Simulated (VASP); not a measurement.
# SiC (F-43m) in VASP: a series of runs

The runs below take SiC through single point, with PBE.

Everything below comes from runs of VASP 6.6.1. Logs are shortened: lines on timing, memory, paths and dates and some standing lists are left out, and cuts for length are marked.

### 1 The cell of the first run

The structure is cubic, space group F-43m (No. 216). Conventional cell: a = 4.313 Å, b = 4.313 Å, c = 4.313 Å, α = 90.00°, β = 90.00°, γ = 90.00°. Si (site symmetry -43m) has 4 C at 1.87 Å within 2.5 Å. C (site symmetry -43m) has 4 Si at 1.87 Å within 2.5 Å.

### 2 Single point, PBE (strain -1.0%)

Contents of INCAR:

```
ALGO     = Normal         # electronic algorithm
EDIFF    = 1E-7           # SCF threshold, eV
ENCUT    = 520            # plane-wave cutoff, eV
GGA      = PE             # functional
ISIF     = 2              # what is computed and relaxed
ISMEAR   = 0              # smearing method
LASPH    = True           # aspherical terms in the spheres
LCHARG   = False          # write CHGCAR
LREAL    = False          # projectors in reciprocal space
LWAVE    = False          # write WAVECAR
NBANDS   = 11             # bands
NELM     = 100            # most SCF steps
PREC     = Accurate       # precision mode
SIGMA    = 0.01           # smearing width, eV
```

Contents of KPOINTS:

```
k-points
0
Gamma
  6 6 6
```

Contents of POSCAR:

```
SiC
1.0
    0.0000000000      2.1562718275      2.1562718275
    2.1562718275      0.0000000000      2.1562718275
    2.1562718275      2.1562718275      0.0000000000
Si C
1 1
Direct
    0.0000000000      0.0000000000      0.0000000000
    0.2500000000      0.2500000000      0.2500000000
```

Potentials or basis: VASP PAW PBE potentials, release 64 (Si, C).

Run with:

```
$ cat potpaw_PBE.64/Si/POTCAR potpaw_PBE.64/C/POTCAR > POTCAR
$ mpirun -np 1 vasp_std > vasp.out
```

OUTCAR:

```text
EDIFF = 1E-7
   ENCUT = 520
   GGA = PE
   ISIF = 2
   ISMEAR = 0
   LASPH = True
   LREAL = False
   NELM = 100
   PREC = Accurate

 ion  position               nearest neighbor table
   1  0.000  0.000  0.000-   2 1.87   2 1.87   2 1.87   2 1.87
   2  0.250  0.250  0.250-   1 1.87   1 1.87   1 1.87   1 1.87

  LATTYP: Found a face centered cubic cell.
 ALAT       =     4.3125436550

  Lattice vectors:

 A1 = (   0.0000000000,   2.1562718275,   2.1562718275)
 A2 = (   2.1562718275,   0.0000000000,   2.1562718275)
 A3 = (   2.1562718275,   2.1562718275,   0.0000000000)

Analysis of symmetry for initial positions (statically):
=====================================================================
 Subroutine PRICEL returns:
 Original cell was already a primitive cell.

 Routine SETGRP: Setting up the symmetry group for a
 face centered cubic supercell.

 Subroutine GETGRP returns: Found 24 space group operations
 (whereof 24 operations were pure point group operations)
 out of a pool of 48 trial point group operations.

The static configuration has the point symmetry T_d .

Analysis of symmetry for dynamics (positions and initial velocities):
=====================================================================
 Subroutine PRICEL returns:
 Original cell was already a primitive cell.

 Routine SETGRP: Setting up the symmetry group for a
 face centered cubic supercell.

 Subroutine GETGRP returns: Found 24 space group operations
 (whereof 24 operations were pure point group operations)
 out of a pool of 48 trial point group operations.

The dynamic configuration has the point symmetry T_d .

 Subroutine INISYM returns: Found 24 space group operations
 (whereof 24 operations are pure point group operations),
 and found     1 'primitive' translations

----------------------------------------------------------------------------------------

                                     Primitive cell

  volume of cell :      20.0512

  direct lattice vectors                    reciprocal lattice vectors
     0.000000000  2.156271827  2.156271827    -0.231881711  0.231881711  0.231881711
     2.156271827  0.000000000  2.156271827     0.231881711 -0.231881711  0.231881711
     2.156271827  2.156271827  0.000000000     0.231881711  0.231881711 -0.231881711

  length of vectors
     3.049428863  3.049428863  3.049428863     0.401630904  0.401630904  0.401630904

  position of ions in fractional coordinates (direct lattice)
     0.000000000  0.000000000  0.000000000
     0.250000000  0.250000000  0.250000000

  ion indices of the primitive-cell ions
   primitive index   ion index
                 1           1
                 2           2

----------------------------------------------------------------------------------------

 KPOINTS: k-points

Automatic generation of k-mesh.
 Grid dimensions read from file:
 generate k-points for:    6    6    6

 Generating k-lattice:

  Cartesian coordinates                     Fractional coordinates (reciprocal lattice)
    -0.038646952  0.038646952  0.038646952     0.166666667  0.000000000  0.000000000
     0.038646952 -0.038646952  0.038646952     0.000000000  0.166666667  0.000000000
     0.038646952  0.038646952 -0.038646952     0.000000000  0.000000000  0.166666667

  Length of vectors
     0.066938484  0.066938484  0.066938484

  Shift w.r.t. Gamma in fractional coordinates (k-lattice)
     0.000000000  0.000000000  0.000000000

 Subroutine IBZKPT returns following result:
 ===========================================

 Found     16 irreducible k-points:

 Following reciprocal coordinates:
            Coordinates               Weight
  0.000000  0.000000  0.000000      1.000000
  0.166667  0.000000  0.000000      8.000000
  0.333333  0.000000  0.000000      8.000000
  0.500000  0.000000  0.000000      4.000000
  0.166667  0.166667  0.000000      6.000000
  0.333333  0.166667  0.000000     24.000000
[... 8 lines left out ...]
 -0.333333  0.333333  0.166667     24.000000
 -0.333333  0.500000  0.166667     12.000000
   k-points           NKPTS =     16   k-points in BZ     NKDIM =     16   number of bands    NBANDS=     11
   number of dos      NEDOS =    301   number of ions     NIONS =      2
   total plane-waves  NPLWV =  13824
   dimension x,y,z NGX =    24 NGY =   24 NGZ =   24
   dimension x,y,z NGXF=    48 NGYF=   48 NGZF=   48
   ions per type =               1   1
   NGX,Y,Z   is equivalent  to a cutoff of  13.08, 13.08, 13.08 a.u.
   NGXF,Y,Z  is equivalent  to a cutoff of  26.17, 26.17, 26.17 a.u.
 SYSTEM =  unknown system
   PREC   = accura    normal or accurate (medium, high low for compatibility)
   ISTART =      0    job   : 0-new  1-cont  2-samecut
   ICHARG =      2    charge: 1-file 2-atom 10-const
   ISPIN  =      1    spin polarized calculation?
   LNONCOLLINEAR =      F non collinear calculations
   LSORBIT =      F    spin-orbit coupling
   LASPH  =      T    aspherical Exc in radial PAW
   ENCUT  =  520.0 eV  38.22 Ry    6.18 a.u.   5.67  5.67  5.67*2*pi/ulx,y,z
   NELM   =    100;   NELMIN=  2; NELMDL= -5     # of ELM steps
   EDIFF  = 0.1E-06   stopping-criterion for ELM
   LREAL  =      F    real-space projection
   EDIFFG = 0.1E-05   stopping-criterion for IOM
   NSW    =      0    number of steps for IOM
   IBRION =     -1    ionic relax: 0-MD 1-quasi-New 2-CG
   NFREE  =      0    steps in history (QN), initial steepest desc. (CG)
   ISIF   =      2    stress and relaxation
   ISYM   =      2    0-nonsym 1-usesym 2-fastsym
   POTIM  = 0.5000    time-step for ionic-motion
   TEBEG  =    0.0;   TEEND  =   0.0 temperature during run
   PSTRESS=    0.0 pullay stress
   NELECT =       8.0000    total number of electrons
   NUPDOWN=      -1.0000    fix difference up-down
   EMIN   =  10.00;   EMAX   =-10.00  energy-range for DOS
   EFERMI =   0.00;   METHOD = LEGACY
   ISMEAR =     0;   SIGMA  =   0.01  broadening in eV -4-tet -1-fermi 0-gaus
   EFERMI_NEDOS =   21; number of points for ismear=-14 and -15
   IALGO  =     38    algorithm
   IMIX   =      4    mixing-type and parameters
     AMIX     =   0.40;   BMIX     =  1.00
     AMIX_MAG =   1.60;   BMIX_MAG =  1.00
  volume/ion in A,a.u.               =      10.03        67.66
  Fermi-wavevector in a.u.,A,eV,Ry     =   1.205197  2.277492 19.762455  1.452499
  Thomas-Fermi vector in A             =   2.340900
   LORBIT       =      0    0 simple, 1 ext, 2 COOP (PROOUT), +10 PAW based schemes
   GGA     = PE    functional components
   LHFCALC =     F    Hartree Fock is set to
   AEXX    =    0.0000 exact exchange contribution
   IVDW    =     0    specifies the selected vdW correction
   LEPSILON=     F    determine dielectric tensor
   LRPA    =     F    only Hartree local field effects (RPA)
 non-spin polarized calculation
 Gauss-broadening in eV      SIGMA  =   0.01
  energy-cutoff  :      520.00
  volume of cell :       20.05
 maximum number of plane-waves:       548
 NGX is ok and might be reduce to    24
   NGX = 11   NGY = 11   NGZ = 11

 number of electron       8.0000000 magnetization

 Free energy of the ion-electron system (eV)
  ---------------------------------------------------
  ext. energy  EPLUGINS =         0.00000000
  ---------------------------------------------------
  free energy    TOTEN  =       -15.01921523 eV

  energy without entropy =      -15.01921523  energy(sigma->0) =      -15.01921523

 E-fermi :   8.5569     XC(G=0): -11.4921

 val. band max:        8.4714031072   @ k =   0.0000   0.0000   0.0000
 cond. band min:       9.7922357170   @ k =   0.5000   0.5000   0.0000
 fundamental gap:      1.3208326098
 Fermi energy:         8.5568850427

 k-point     1 :       0.0000    0.0000    0.0000
  band No.  band energies     occupation
      1      -7.1844      2.00000
      2       8.4714      2.00000
      3       8.4714      2.00000
      4       8.4714      2.00000
      5      15.0740      0.00000
      6      15.9945      0.00000
      7      15.9945      0.00000
      8      15.9945      0.00000
      9      23.1574      0.00000
     10      23.1574      0.00000
     11      25.4406      0.00000

 k-point     2 :       0.1667    0.0000    0.0000
  band No.  band energies     occupation
      1      -6.6313      2.00000
      2       6.0785      2.00000
      3       8.1395      2.00000
      4       8.1395      2.00000
      5      15.0968      0.00000
      6      16.5168      0.00000
      7      16.5168      0.00000
      8      17.1215      0.00000
      9      21.5864      0.00000
     10      21.5864      0.00000
     11      24.3869      0.00000

 k-point     3 :       0.3333    0.0000    0.0000
  band No.  band energies     occupation
      1      -5.0616      2.00000
      2       2.1970      2.00000
      3       7.6222      2.00000
      4       7.6222      2.00000
      5      14.4368      0.00000
      6      16.2697      0.00000
      7      16.2697      0.00000
      8      18.6196      0.00000
      9      22.9760      0.00000
     10      22.9760      0.00000
     11      24.0652      0.00000

 k-point     4 :       0.5000    0.0000    0.0000
  band No.  band energies     occupation
      1      -3.4982      2.00000
      2      -0.2419      2.00000
      3       7.4124      2.00000
      4       7.4124      2.00000
      5      14.1893      0.00000
      6      15.8207      0.00000
      7      15.8207      0.00000
      8      18.6983      0.00000
      9      25.0553      0.00000
     10      26.0317      0.00000
     11      26.0317      0.00000
[... 127 lines left out ...]
 k-point    14 :       0.5000    0.3333    0.1667
  band No.  band energies     occupation
      1      -3.7415      2.00000
      2       2.4610      2.00000
      3       4.2875      2.00000
      4       6.0049      2.00000
      5      13.4219      0.00000
      6      16.4080      0.00000
      7      17.3143      0.00000
      8      20.4378      0.00000
      9      22.1145      0.00000
     10      25.5889      0.00000
     11      29.5068      0.00000

 k-point    15 :      -0.3333    0.3333    0.1667
  band No.  band energies     occupation
      1      -2.3868      2.00000
      2       0.9847      2.00000
      3       3.6712      2.00000
      4       5.2780      2.00000
      5      13.6400      0.00000
      6      16.5862      0.00000
      7      19.1004      0.00000
      8      19.9532      0.00000
      9      21.7482      0.00000
     10      25.2410      0.00000
     11      30.1166      0.00000

 k-point    16 :      -0.3333    0.5000    0.1667
  band No.  band energies     occupation
      1      -1.8336      2.00000
      2       1.1122      2.00000
      3       3.8506      2.00000
      4       3.9778      2.00000
      5      12.4919      0.00000
      6      15.7414      0.00000
      7      19.5784      0.00000
      8      21.0021      0.00000
      9      23.0327      0.00000
     10      26.5066      0.00000
     11      30.1755      0.00000

------------------------ aborting loop because EDIFF is reached ----------------------------------------

  FORCE on cell =-STRESS in cart. coord.  units (eV):
  Direction    XX          YY          ZZ          XY          YZ          ZX
  --------------------------------------------------------------------------------------
  -------------------------------------------------------------------------------------
  Total        1.3481035      1.3481035      1.3481035      0.0000000     -0.0000000     -0.0000000
  in kB      107.7192423    107.7192423    107.7192423      0.0000000     -0.0000000     -0.0000000
  external PRESSURE =     107.7192423 kB  Pullay stress =       0.0000000 kB

 VOLUME and BASIS-vectors are now :
 -----------------------------------------------------------------------------
  energy-cutoff  :      520.00
  volume of cell :       20.05
      direct lattice vectors                 reciprocal lattice vectors
     0.000000000  2.156271827  2.156271827    -0.231881711  0.231881711  0.231881711
     2.156271827  0.000000000  2.156271827     0.231881711 -0.231881711  0.231881711
     2.156271827  2.156271827  0.000000000     0.231881711  0.231881711 -0.231881711

 POSITION                                       TOTAL-FORCE (eV/Angst)
 -----------------------------------------------------------------------------------
      0.00000      0.00000      0.00000         0.000000      0.000000      0.000000
      1.07814      1.07814      1.07814        -0.000000     -0.000000     -0.000000
 -----------------------------------------------------------------------------------
    total drift:                                0.000000      0.000000      0.000000

  FREE ENERGIE OF THE ION-ELECTRON SYSTEM (eV)
  ---------------------------------------------------
  free  energy   TOTEN  =       -15.0192152307 eV

  energy  without entropy=      -15.0192152307  energy(sigma->0) =      -15.01921523
```

Wall time 5 s (1 thread of AMD EPYC 7R43 (Zen 3), shared host); peak memory 0.09 GiB.

Results:

- Free energy: -15.0192 eV
- Pressure: 10.8 GPa
- Band gap on the k mesh: 1.32 eV (least direct gap 4.57 eV)

Levels at points of the mesh, in eV from the valence-band top:
```tsv
k point	band 1	band 2	band 3	band 4	band 5	band 6	band 7	band 8	band 9
(0.00, 0.00, 0.00)	-15.66	0.00	0.00	0.00	6.60	7.52	7.52	7.52	14.69
(0.50, 0.00, 0.00)	-11.97	-8.71	-1.06	-1.06	5.72	7.35	7.35	10.23	16.58
(0.50, 0.50, 0.00)	-10.49	-7.90	-3.25	-3.25	1.32	4.43	14.40	14.40	15.22
```

Caveat: the k points lie up to 0.42 Å⁻¹ apart; the cell differs from its parent crystal (strain -1.0%).

### 3 Single point, PBE (strain +1.0%)

Contents of INCAR:

```
SYSTEM = SiC
PREC = Accurate
ENCUT = 520
EDIFF = 1E-6
ISMEAR = 0
SIGMA = 0.01
LREAL = .False.
LASPH = .True.
NELM = 100
ALGO = Normal
ISIF = 2
LWAVE = .False.
LCHARG = .True.
GGA = PE
LELF = .True.
LVHAR = .True.
NBANDS = 11
```

Contents of KPOINTS:

```
Automatic mesh
0
Gamma
  6 6 6
  0 0 0
```

Contents of POSCAR:

```
SiC
1.0
    0.0000000000      2.1998328745      2.1998328745
    2.1998328745      0.0000000000      2.1998328745
    2.1998328745      2.1998328745      0.0000000000
Si C
1 1
Direct
    0.0000000000      0.0000000000      0.0000000000
    0.2500000000      0.2500000000      0.2500000000
```

Potentials or basis: VASP PAW PBE potentials, release 64 (Si, C).

Run with:

```
$ cat potpaw_PBE.64/Si/POTCAR potpaw_PBE.64/C/POTCAR > POTCAR
$ mpirun -np 1 vasp_std > vasp.out
```

Run time: 5.7 s. Hardware: 1 thread of AMD EPYC 7R43 (Zen 3), shared host; peak memory 0.09 GiB.

Results (log left out):

```
Free energy            : -15.0478 eV
Pressure               : -2.8 GPa
Band gap on the k mesh : 1.38 eV (least direct gap 4.51 eV)
```

Levels at points of the mesh, in eV from the valence-band top:
| k point | band 1 | band 2 | band 3 | band 4 | band 5 | band 6 | band 7 | band 8 | band 9 |
| --- | --- | --- | --- | --- | --- | --- | --- | --- | --- |
| (0.00, 0.00, 0.00) | -15.18 | 0.00 | 0.00 | 0.00 | 5.90 | 7.11 | 7.11 | 7.11 | 14.33 |
| (0.50, 0.00, 0.00) | -11.72 | -8.38 | -1.05 | -1.05 | 5.17 | 7.11 | 7.11 | 9.89 | 15.86 |
| (0.50, 0.50, 0.00) | -10.30 | -7.71 | -3.13 | -3.13 | 1.38 | 4.22 | 13.70 | 13.70 | 14.41 |

Caveat: the cell differs from its parent crystal (strain +1.0%). A k mesh can miss the band edges.

### 4 Single point, PBE (strain +2.0%)

Contents of INCAR:

```
SYSTEM = SiC
ALGO = Normal ; EDIFF = 1E-6
ENCUT = 520 ; GGA = PE
ISIF = 2 ; ISMEAR = 0
LASPH = .True. ; LCHARG = .False.
LREAL = .False. ; LWAVE = .False.
NBANDS = 11 ; NELM = 80
PREC = Accurate ; SIGMA = 0.01
```

Contents of KPOINTS:

```
k-points
0
Gamma
  6 6 6
  0 0 0
```

Contents of POSCAR:

```
SiC
1.0
    0.0000000000      2.2216133981      2.2216133981
    2.2216133981      0.0000000000      2.2216133981
    2.2216133981      2.2216133981      0.0000000000
Si C
1 1
Direct
    0.0000000000      0.0000000000      0.0000000000
    0.2500000000      0.2500000000      0.2500000000
```

Run with:

```
$ cat potpaw_PBE.64/Si/POTCAR potpaw_PBE.64/C/POTCAR > POTCAR
$ mpirun -np 1 vasp_std > vasp.out
```

Run time: 5 s. Hardware: 1 thread of AMD EPYC 7R43 (Zen 3), shared host; peak memory 0.09 GiB.

The run converged. Its results:

```
Free energy            : -15.0252 eV
Pressure               : -8.4 GPa
Band gap on the k mesh : 1.40 eV (least direct gap 4.48 eV)
```

Levels at points of the mesh, in eV from the valence-band top:
| k point | band 2 | band 3 | band 4 | band 5 | band 6 | band 7 |
| --- | --- | --- | --- | --- | --- | --- |
| (0.00, 0.00, 0.00) | 0.00 | 0.00 | 0.00 | 5.56 | 6.91 | 6.91 |
| (0.50, 0.00, 0.00) | -8.23 | -1.04 | -1.04 | 4.91 | 6.99 | 6.99 |
| (0.50, 0.50, 0.00) | -7.62 | -3.07 | -3.07 | 1.40 | 4.12 | 13.36 |

Caveat: the cell differs from its parent crystal (strain +2.0%); the cell stands under tension. A k mesh can miss the band edges.

### 5 Summary

| cell | gap on the mesh (eV) | pressure (GPa) |
| --- | --- | --- |
| a = 3.049 Å, angles 60.0°, 2 atoms | 1.32 | 10.8 |
| a = 3.111 Å, angles 60.0°, 2 atoms | 1.38 | -2.8 |
| a = 3.142 Å, angles 60.0°, 2 atoms | 1.40 | -8.4 |

Alike in all rows: task single point; level PBE; potentials or basis VASP PAW PBE potentials, release 64 (Si, C); no spin polarisation; k mesh 6 × 6 × 6; cutoff (eV) 520; smearing gaussian 0.01 eV.

Caveats: some runs use coarse meshes; the cell stands under tension (at least some runs).

Total energies depend on the potentials used, so only differences within one code and one set of settings carry meaning.
